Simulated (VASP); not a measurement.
Here is a VASP 6.6.1 calculation.

Contents of INCAR:

```
ALGO = Normal
DIPOL = 0.5 0.5 0.499
EDIFF = 1E-6
ENCUT = 400
GGA = PE
GGA_COMPAT = F
IDIPOL = 3
ISIF = 2
ISMEAR = 0
LASPH = T
LCHARG = F
LDIPOL = T
LREAL = F
LWAVE = F
NBANDS = 33
NELM = 120
NELMDL = -8
PREC = Accurate
SIGMA = 0.1
```

Contents of KPOINTS:

```
k-points
0
Gamma
  6 6 1
```

The input POSCAR:

```
Ba
1.0
    4.3858460317     -0.0000000006      0.0000000000
    1.4970957900      4.1224203582      0.0000000000
    0.0000000000      0.0000000000     34.3800900883
Ba
5
Direct
    0.7467739700      0.2532260300      0.2908660208
    0.2532260300      0.7467739700      0.3954330104
    0.7528791967      0.2471208033      0.4993846366
    0.2524618620      0.7475381380      0.6032445555
    0.7524774256      0.2475225744      0.7041670741
```

Potentials or basis: VASP PAW PBE potentials, release 64 (Ba_sv).

Launch:

```console
$ cat potpaw_PBE.64/Ba_sv/POTCAR > POTCAR
$ mpirun -np 1 vasp_std > vasp.out
```

Task: Predict the largest force.

Result: 0.085 eV/Å.

Task: Predict the band gap on the k mesh.

Result: Zero (bands 25 and 26 overlap by 0.46 eV).

Forces in eV/Å, atoms in the order of the input:
```
Ba   0.007 -0.010  0.080
Ba  -0.007  0.011 -0.084
Ba   0.000  0.000  0.000
Ba   0.000 -0.001 -0.004
Ba   0.000  0.000  0.008
```

Caveat: spin-orbit coupling is left out, which moves the levels of the heavy elements.
